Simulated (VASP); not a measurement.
# Te5Pd (P6/mmm) in VASP: a series of runs

The runs below take Te5Pd through single point, relaxation of cell and atoms, with PBE.

All numbers are computed with VASP 6.6.1; they aren't measurements. Logs are shortened: lines on timing, memory, paths and dates and some standing lists are left out, and cuts for length are marked.

### Step 1. The cell of the first run

Symmetry: P6/mmm, No. 191, hexagonal system. Conventional cell: a = 6.698 Å, b = 6.698 Å, c = 5.205 Å, α = 90.00°, β = 90.00°, γ = 120.00°. Within 4.3 Å of Te (site symmetry -6m2) lie 9 Te at 3.24 to 3.87 Å and 3 Pd at 3.87 Å. Te (site symmetry mmm) has 8 Te at 3.24 to 3.35 Å and 4 Pd at 4.24 Å within 4.3 Å. Within 5.3 Å of Pd (site symmetry 6/mmm) lie 18 Te at 3.87 to 4.24 Å and 2 Pd at 5.20 Å.

The cell was built from a structure type or drawn by symmetry, and may not be a known phase.

### Step 2. Single point, PBE

File INCAR:

```
PREC = Accurate
ENCUT = 520
EDIFF = 1E-6
ISMEAR = 0
SIGMA = 0.1
LREAL = F
LASPH = T
NELM = 60
ALGO = Normal
ISIF = 2
LWAVE = F
LCHARG = T
GGA = PE
LELF = T
LVHAR = T
NBANDS = 29
```

File KPOINTS:

```
Automatic mesh
0
Gamma
  3 3 4
```

File POSCAR:

```
Te5Pd
1.0
    6.6979230200      0.0000000000      0.0000000000
   -3.3489615100      5.8005714900      0.0000000000
    0.0000000000      0.0000000000      5.2046904000
Te Pd
5 1
Direct
    0.3333333300      0.6666666700      0.0000000000
    0.6666666700      0.3333333300      0.0000000000
    0.5000000000      0.0000000000      0.5000000000
    0.5000000000      0.5000000000      0.5000000000
    0.0000000000      0.5000000000      0.5000000000
    0.0000000000      0.0000000000      0.0000000000
```

Potentials or basis: VASP PAW PBE potentials, release 64 (Te, Pd).

The run is started by

```bash
> cat potpaw_PBE.64/Te/POTCAR potpaw_PBE.64/Pd/POTCAR > POTCAR
> mpirun -np 1 vasp_std > vasp.out
```

OUTCAR:

```text
PREC = Accurate
   ENCUT = 520
   EDIFF = 1E-6
   ISMEAR = 0
   LREAL = F
   LASPH = T
   NELM = 60
   ISIF = 2
   GGA = PE

 ion  position               nearest neighbor table
   1  0.333  0.667  0.000-   5 3.24   5 3.24   3 3.24   3 3.24   4 3.24   4 3.24
   2  0.667  0.333  0.000-   5 3.24   5 3.24   3 3.24   3 3.24   4 3.24   4 3.24
   3  0.500  0.000  0.500-   1 3.24   2 3.24   1 3.24   2 3.24   4 3.35   5 3.35   4 3.35   5 3.35

   4  0.500  0.500  0.500-   1 3.24   2 3.24   1 3.24   2 3.24   5 3.35   5 3.35   3 3.35   3 3.35

   5  0.000  0.500  0.500-   1 3.24   2 3.24   1 3.24   2 3.24   4 3.35   4 3.35   3 3.35   3 3.35

   6  0.000  0.000  0.000-

  LATTYP: Found a hexagonal cell.
 ALAT       =     6.6979230200
 C/A-ratio  =     0.7770603491

  Lattice vectors:

 A1 = (   6.6979230200,   0.0000000000,   0.0000000000)
 A2 = (  -3.3489615100,   5.8005714900,   0.0000000000)
 A3 = (   0.0000000000,   0.0000000000,   5.2046904000)

Analysis of symmetry for initial positions (statically):
=====================================================================
 Subroutine PRICEL returns:
 Original cell was already a primitive cell.

 Routine SETGRP: Setting up the symmetry group for a
 hexagonal supercell.

 Subroutine GETGRP returns: Found 24 space group operations
 (whereof 24 operations were pure point group operations)
 out of a pool of 24 trial point group operations.

The static configuration has the point symmetry D_6h.

Analysis of symmetry for dynamics (positions and initial velocities):
=====================================================================
 Subroutine PRICEL returns:
 Original cell was already a primitive cell.

 Routine SETGRP: Setting up the symmetry group for a
 hexagonal supercell.

 Subroutine GETGRP returns: Found 24 space group operations
 (whereof 24 operations were pure point group operations)
 out of a pool of 24 trial point group operations.

The dynamic configuration has the point symmetry D_6h.

 Subroutine INISYM returns: Found 24 space group operations
 (whereof 24 operations are pure point group operations),
 and found     1 'primitive' translations

----------------------------------------------------------------------------------------

                                     Primitive cell

  volume of cell :     202.2115

  direct lattice vectors                    reciprocal lattice vectors
     6.697923020  0.000000000  0.000000000     0.149300014  0.086198403  0.000000000
    -3.348961510  5.800571490  0.000000000     0.000000000  0.172396806  0.000000000
     0.000000000  0.000000000  5.204690400     0.000000000  0.000000000  0.192134387

  length of vectors
     6.697923020  6.697923022  5.204690400     0.172396806  0.172396806  0.192134387

  position of ions in fractional coordinates (direct lattice)
     0.333333330  0.666666670  0.000000000
     0.666666670  0.333333330  0.000000000
     0.500000000  0.000000000  0.500000000
     0.500000000  0.500000000  0.500000000
     0.000000000  0.500000000  0.500000000
     0.000000000  0.000000000  0.000000000

  ion indices of the primitive-cell ions
   primitive index   ion index
                 1           1
                 2           2
                 3           3
                 4           4
                 5           5
                 6           6

----------------------------------------------------------------------------------------

 KPOINTS: Automatic mesh

Automatic generation of k-mesh.
 Grid dimensions read from file:
 generate k-points for:    3    3    4

 Generating k-lattice:

  Cartesian coordinates                     Fractional coordinates (reciprocal lattice)
     0.049766671  0.028732801  0.000000000     0.333333333  0.000000000  0.000000000
     0.000000000  0.057465602  0.000000000     0.000000000  0.333333333  0.000000000
     0.000000000  0.000000000  0.048033597     0.000000000  0.000000000  0.250000000

  Length of vectors
     0.057465602  0.057465602  0.048033597

  Shift w.r.t. Gamma in fractional coordinates (k-lattice)
     0.000000000  0.000000000  0.000000000

 Subroutine IBZKPT returns following result:
 ===========================================

 Found      9 irreducible k-points:

 Following reciprocal coordinates:
            Coordinates               Weight
  0.000000  0.000000  0.000000      1.000000
  0.333333  0.000000  0.000000      6.000000
  0.333333  0.333333  0.000000      2.000000
  0.000000  0.000000  0.250000      2.000000
  0.333333  0.000000  0.250000     12.000000
  0.333333  0.333333  0.250000      4.000000
  0.000000  0.000000  0.500000      1.000000
  0.333333  0.000000  0.500000      6.000000
  0.333333  0.333333  0.500000      2.000000
   k-points           NKPTS =      9   k-points in BZ     NKDIM =      9   number of bands    NBANDS=     29
   number of dos      NEDOS =    301   number of ions     NIONS =      6
   total plane-waves  NPLWV = 100000
   dimension x,y,z NGX =    50 NGY =   50 NGZ =   40
   dimension x,y,z NGXF=   100 NGYF=  100 NGZF=   80
   ions per type =               5   1
   NGX,Y,Z   is equivalent  to a cutoff of  12.41, 12.41, 12.78 a.u.
   NGXF,Y,Z  is equivalent  to a cutoff of  24.82, 24.82, 25.55 a.u.
 SYSTEM =  unknown system
   PREC   = accura    normal or accurate (medium, high low for compatibility)
   ISTART =      0    job   : 0-new  1-cont  2-samecut
   ICHARG =      2    charge: 1-file 2-atom 10-const
   ISPIN  =      1    spin polarized calculation?
   LNONCOLLINEAR =      F non collinear calculations
   LSORBIT =      F    spin-orbit coupling
   LASPH  =      T    aspherical Exc in radial PAW
   ENCUT  =  520.0 eV  38.22 Ry    6.18 a.u.  12.45 12.45  9.68*2*pi/ulx,y,z
   NELM   =     60;   NELMIN=  2; NELMDL= -5     # of ELM steps
   EDIFF  = 0.1E-05   stopping-criterion for ELM
   LREAL  =      F    real-space projection
   EDIFFG = 0.1E-04   stopping-criterion for IOM
   NSW    =      0    number of steps for IOM
   IBRION =     -1    ionic relax: 0-MD 1-quasi-New 2-CG
   NFREE  =      0    steps in history (QN), initial steepest desc. (CG)
   ISIF   =      2    stress and relaxation
   ISYM   =      2    0-nonsym 1-usesym 2-fastsym
   POTIM  = 0.5000    time-step for ionic-motion
   TEBEG  =    0.0;   TEEND  =   0.0 temperature during run
   PSTRESS=    0.0 pullay stress
   NELECT =      40.0000    total number of electrons
   NUPDOWN=      -1.0000    fix difference up-down
   EMIN   =  10.00;   EMAX   =-10.00  energy-range for DOS
   EFERMI =   0.00;   METHOD = LEGACY
   ISMEAR =     0;   SIGMA  =   0.10  broadening in eV -4-tet -1-fermi 0-gaus
   EFERMI_NEDOS =   21; number of points for ismear=-14 and -15
   IALGO  =     38    algorithm
   IMIX   =      4    mixing-type and parameters
     AMIX     =   0.40;   BMIX     =  1.00
     AMIX_MAG =   1.60;   BMIX_MAG =  1.00
  volume/ion in A,a.u.               =      33.70       227.43
  Fermi-wavevector in a.u.,A,eV,Ry     =   0.953878  1.802568 12.379716  0.909883
  Thomas-Fermi vector in A             =   2.082573
   LORBIT       =      0    0 simple, 1 ext, 2 COOP (PROOUT), +10 PAW based schemes
   GGA     = PE    functional components
   LHFCALC =     F    Hartree Fock is set to
   AEXX    =    0.0000 exact exchange contribution
   IVDW    =     0    specifies the selected vdW correction
   LEPSILON=     F    determine dielectric tensor
   LRPA    =     F    only Hartree local field effects (RPA)
 non-spin polarized calculation
 Gauss-broadening in eV      SIGMA  =   0.10
  energy-cutoff  :      520.00
  volume of cell :      202.21
 maximum number of plane-waves:      5479
 NGX is ok and might be reduce to    50
   NGX = 25   NGY = 25   NGZ = 19

 number of electron      40.0000002 magnetization

 Free energy of the ion-electron system (eV)
  ---------------------------------------------------
  ext. energy  EPLUGINS =         0.00000000
  ---------------------------------------------------
  free energy    TOTEN  =       -16.82356002 eV

  energy without entropy =      -16.79257324  energy(sigma->0) =      -16.80806663

 E-fermi :   5.0650     XC(G=0):  -9.0176

 val. band max:        5.0485679186   @ k =   0.3333   0.3333   0.5000
 cond. band min:       5.1193280849   @ k =   0.3333   0.0000   0.0000
 fundamental gap:      0.0707601663
 Fermi energy:         5.0649522911

 k-point     1 :       0.0000    0.0000    0.0000
  band No.  band energies     occupation
      1      -8.2610      2.00000
      2      -5.7867      2.00000
      3      -5.3061      2.00000
      4      -5.3061      2.00000
      5      -4.5036      2.00000
      6      -0.2962      2.00000
[... 21 lines left out ...]
     28      10.5105      0.00000
     29      10.5105      0.00000

 k-point     2 :       0.3333    0.0000    0.0000
  band No.  band energies     occupation
      1      -7.9612      2.00000
      2      -6.8079      2.00000
      3      -5.3434      2.00000
      4      -4.6284      2.00000
      5      -4.4404      2.00000
      6       0.0289      2.00000
[... 21 lines left out ...]
     28      10.1820      0.00000
     29      10.8680      0.00000

 k-point     3 :       0.3333    0.3333    0.0000
  band No.  band energies     occupation
      1      -7.4738      2.00000
      2      -7.4738      2.00000
      3      -5.3892      2.00000
      4      -4.4309      2.00000
      5      -4.4309      2.00000
      6       0.5744      2.00000
[... 21 lines left out ...]
     28       9.9284      0.00000
     29       9.9284      0.00000

 k-point     4 :       0.0000    0.0000    0.2500
  band No.  band energies     occupation
      1      -7.9604      2.00000
      2      -5.6421      2.00000
      3      -5.4795      2.00000
      4      -5.2286      2.00000
      5      -5.2286      2.00000
      6      -0.5743      2.00000
[... 117 lines left out ...]
     28       9.9505      0.00000
     29       9.9505      0.00000

 k-point     8 :       0.3333    0.0000    0.5000
  band No.  band energies     occupation
      1      -7.0381      2.00000
      2      -6.3613      2.00000
      3      -5.8770      2.00000
      4      -5.7492      2.00000
      5      -5.1801      2.00000
      6      -0.2525      2.00000
[... 21 lines left out ...]
     28       9.5646      0.00000
     29       9.7578      0.00000

 k-point     9 :       0.3333    0.3333    0.5000
  band No.  band energies     occupation
      1      -6.5322      2.00000
      2      -6.5322      2.00000
      3      -6.0743      2.00000
      4      -6.0743      2.00000
      5      -5.2197      2.00000
      6       0.3772      2.00000
[... 21 lines left out ...]
     28      10.4376      0.00000
     29      10.4376      0.00000

------------------------ aborting loop because EDIFF is reached ----------------------------------------

  FORCE on cell =-STRESS in cart. coord.  units (eV):
  Direction    XX          YY          ZZ          XY          YZ          ZX
  --------------------------------------------------------------------------------------
  -------------------------------------------------------------------------------------
  Total       -0.6778564     -0.6778564     -4.8460686      0.0000000     -0.0000000      0.0000000
  in kB       -5.3708430     -5.3708430    -38.3967358      0.0000000     -0.0000000      0.0000000
  external PRESSURE =     -16.3794739 kB  Pullay stress =       0.0000000 kB

 VOLUME and BASIS-vectors are now :
 -----------------------------------------------------------------------------
  energy-cutoff  :      520.00
  volume of cell :      202.21
      direct lattice vectors                 reciprocal lattice vectors
     6.697923020  0.000000000  0.000000000     0.149300014  0.086198403  0.000000000
    -3.348961510  5.800571490  0.000000000     0.000000000  0.172396806  0.000000000
     0.000000000  0.000000000  5.204690400     0.000000000  0.000000000  0.192134387

 POSITION                                       TOTAL-FORCE (eV/Angst)
 -----------------------------------------------------------------------------------
     -0.00000      3.86705      0.00000        -0.000000      0.000000     -0.000000
      3.34896      1.93352      0.00000        -0.000000      0.000000      0.000000
      3.34896      0.00000      2.60235         0.000000      0.000000      0.000000
      1.67448      2.90029      2.60235        -0.000000      0.000000      0.000000
     -1.67448      2.90029      2.60235        -0.000000      0.000000      0.000000
      0.00000      0.00000      0.00000        -0.000000      0.000000      0.000000
 -----------------------------------------------------------------------------------
    total drift:                               -0.000000     -0.000000      0.000000

  FREE ENERGIE OF THE ION-ELECTRON SYSTEM (eV)
  ---------------------------------------------------
  free  energy   TOTEN  =       -16.8235600216 eV

  energy  without entropy=      -16.7925732415  energy(sigma->0) =      -16.80806663
```

Run time: 84 s. Hardware: 1 thread of Intel Xeon Platinum 8259CL at 2.50GHz (Skylake/Cascade Lake), shared host; peak memory 0.31 GiB.

Results:

* Free energy: -16.8236 eV
* Pressure: -1.6 GPa
* Band gap on the k mesh: zero (bands 20 and 21 overlap by 1.52 eV)

Caveat: the k points lie up to 0.36 Å⁻¹ apart, too coarse for converged energies and pressures of a metal; spin-orbit coupling is left out, which moves the levels of the heavy elements.

[end of part 1 of 2]
